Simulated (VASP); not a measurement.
CdTe4: single point with PBE

The system is CdTe4.

```xyz
5
Lattice="4.7031 0.0000 0.0000 0.0000 4.7031 0.0000 0.0000 0.0000 7.4162" Properties=species:S:1:pos:R:3 pbc="T T T"
Cd    0.0000    0.0000    0.0000
Te    0.0000    2.3515    5.1513
Te    2.3515    0.0000    5.1513
Te    0.0000    2.3515    2.2649
Te    2.3515    0.0000    2.2649
```

The cell was generated, and may not be a known phase.

```
Program                : VASP 6.6.1
Task                   : single point
Functional             : PBE
Potentials or basis    : VASP PAW PBE potentials, release 64 (Cd, Te)
Cutoff                 : 520 eV
k mesh                 : 4 × 4 × 4
Occupations            : gaussian, width 0.1 eV
Spin                   : no spin polarisation
Dipole correction      : no
Further INCAR settings : ALGO = Normal; EDIFF = 1e-06; NBANDS = 26
```

- Pressure: 0.9 GPa
- Largest force: 0.697 eV/Å
- Band gap on the k mesh: zero (bands 18 and 19 overlap by 2.59 eV)

Forces on the atoms (eV/Å):
```
Cd   0.000  0.000  0.000
Te   0.000  0.000  0.697
Te   0.000  0.000  0.697
Te   0.000  0.000 -0.697
Te   0.000  0.000 -0.697
```

Stress tensor (GPa, compression positive):
```
-0.82  0.00  0.00
 0.00 -0.82  0.00
 0.00  0.00  4.38
```

Levels at points of the mesh, in eV from the Fermi level:
| k point | band 16 | band 17 | band 18 | band 19 | band 20 | band 21 |
| --- | --- | --- | --- | --- | --- | --- |
| (0.00, 0.00, 0.00) | -0.53 | 0.05 | 0.37 | 0.37 | 1.74 | 1.74 |
| (0.50, 0.00, 0.00) | -1.70 | -1.33 | -1.32 | -1.15 | 0.52 | 0.65 |
| (0.50, 0.50, 0.00) | -1.28 | 1.25 | 1.25 | 1.52 | 1.60 | 2.46 |
| (0.00, 0.00, 0.50) | -2.37 | 0.54 | 0.54 | 1.37 | 1.47 | 1.47 |
| (0.50, 0.00, 0.50) | -2.51 | -1.89 | -1.41 | -1.34 | -1.17 | -0.96 |
| (0.50, 0.50, 0.50) | -0.89 | -0.89 | 0.09 | 1.51 | 1.64 | 2.36 |

Run time: 57 s on 1 thread of Intel(R) Xeon(R) Platinum 8259CL CPU @ 2.50GHz (Skylake/Cascade Lake), with other jobs on the host, peak memory 0.28 GiB.

Caveat: the stress differs along the axes, from -1 to 4 GPa; spin-orbit coupling is left out, which moves the levels of the heavy elements.
